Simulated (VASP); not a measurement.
Crystal: HfTe2W2.

```xyz
5
Lattice="4.1277 0.0000 0.0000 0.0000 4.1277 0.0000 0.0000 0.0000 8.3946" Properties=species:S:1:pos:R:3 pbc="T T T"
Hf    2.0639    2.0639    5.3017
Te    2.0639    0.0000    4.3155
Te    0.0000    2.0639    4.3155
W     2.0639    0.0000    0.8471
W     0.0000    2.0639    0.8471
```

- Program: VASP 6.6.1
- Task: relaxation of cell and atoms
- Functional: PBE
- Potentials or basis: VASP PAW PBE potentials, release 64 (Hf_pv, Te, W_sv)
- Cutoff: 600 eV
- k mesh: 4 × 4 × 2
- Occupations: gaussian, width 0.1 eV
- Spin: no spin polarisation

At the start: pressure 23.2 GPa; volume 28.61 Å³/atom.

Question: How do energy, volume and symmetry change on relaxing?

Answer: Over 23 steps the energy falls by 2429.2 meV/atom and the volume is 23.82 Å³/atom (-16.7 %); space group P4mm (No. 99, to 0.05 Å).

Step by step:
| step | energy change (eV) | largest force (eV/Å) | pressure (GPa) | volume (Å³) |
| --- | --- | --- | --- | --- |
| 1 | 0.0000 | 16.1508 | 23.24 | 143.03 |
| 2 | 0.6610 | 0.3894 | -14.23 | 244.34 |
| 3 | -5.1854 | 2.8026 | -9.85 | 178.07 |
| 4 | -5.2511 | 3.5300 | -8.54 | 174.78 |
| 5 | -5.2596 | 4.1329 | -7.44 | 172.33 |
| 6 | -7.9611 | 4.6150 | -8.13 | 146.98 |
| 7 | -2.6216 | 13.2183 | 90.58 | 85.91 |
| 8 | -8.4137 | 7.1773 | -1.45 | 133.18 |
| 9 | -9.9589 | 5.6761 | 16.77 | 107.85 |
| 10 | -10.4427 | 3.6316 | 17.96 | 105.92 |
| 11 | -10.4668 | 3.8942 | 19.14 | 105.36 |
| 12 | -11.4275 | 2.3451 | 7.46 | 111.98 |
| 13 | -11.8658 | 1.4447 | -2.60 | 121.16 |
| 14 | -11.8714 | 1.4318 | -3.36 | 122.09 |
| 15 | -11.9789 | 1.2021 | -2.41 | 121.08 |
| 16 | -12.1330 | 0.2381 | 1.12 | 118.06 |
| 17 | -12.1404 | 0.1649 | 0.33 | 118.90 |
| 18 | -12.1419 | 0.1832 | -0.23 | 119.51 |
| 19 | -12.1433 | 0.1591 | -0.14 | 119.39 |
| 20 | -12.1450 | 0.1062 | 0.02 | 119.12 |
| 21 | -12.1434 | 0.0956 | 0.38 | 118.57 |
| 22 | -12.1453 | 0.0771 | 0.11 | 118.97 |
| 23 | -12.1458 | 0.0216 | -0.08 | 119.11 |

Final structure:
```cif
data_structure
_symmetry_space_group_name_H-M 'P 1'
_symmetry_Int_Tables_number 1
_cell_length_a 4.0800
_cell_length_b 4.0800
_cell_length_c 7.1551
_cell_angle_alpha 90.000
_cell_angle_beta 90.000
_cell_angle_gamma 90.000
_cell_volume 119.11
loop_
_atom_site_label
_atom_site_type_symbol
_atom_site_fract_x
_atom_site_fract_y
_atom_site_fract_z
_atom_site_occupancy
Hf1 Hf 0.50000 0.50000 0.78916 1
Te1 Te 0.50000 0.00000 0.46500 1
Te2 Te 0.00000 0.50000 0.46500 1
W1 W 0.50000 0.00000 0.07118 1
W2 W 0.00000 0.50000 0.07118 1
```

Caveat: the k points lie up to 0.44 Å⁻¹ apart in the final cell; the volume moved by over 15 % at a fixed basis, so the end points are rough.
